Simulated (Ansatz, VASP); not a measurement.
One calculation of SnO, two programs

```xyz
8
Lattice="3.8202 0.0000 0.0000 0.0000 3.8202 0.0000 0.0000 0.0000 22.2261" Properties=species:S:1:pos:R:3 pbc="T T T"
Sn    2.8651    0.9550    4.5000
Sn    0.9550    2.8651    6.8630
Sn    1.4326    4.2977   11.0630
Sn    3.3426    2.3876   13.4261
O     0.9550    0.9550    5.6815
O     2.8651    2.8651    5.6815
O     3.3426    4.2977   12.2446
O     1.4326    2.3876   12.2446
```

Alike in both runs: task single point; functional PBE; dispersion D3(BJ); k mesh 7 × 7 × 1; occupations gaussian, width 0.05 eV; no spin polarisation.

|  | VASP | Ansatz |
| --- | --- | --- |
| version | VASP 6.6.1 | Ansatz 0.2.0 |
| potentials or method | VASP PAW PBE potentials, release 64 (Sn_d, O), cutoff 520 eV | scalar-relativistic, plane waves, PAW |
| valence electrons in the cell | 80 | 80 |

|  | VASP | Ansatz | Ansatz less VASP |
| --- | --- | --- | --- |
| gap on the k mesh at the Fermi level (eV) | 2.51 | 2.52 | +0.007 |
| least direct gap on the mesh (eV) | 2.57 | 2.61 | +0.043 |
| rms of the force components (eV/Å) | 0.046 | 0.014 | -0.0316 |
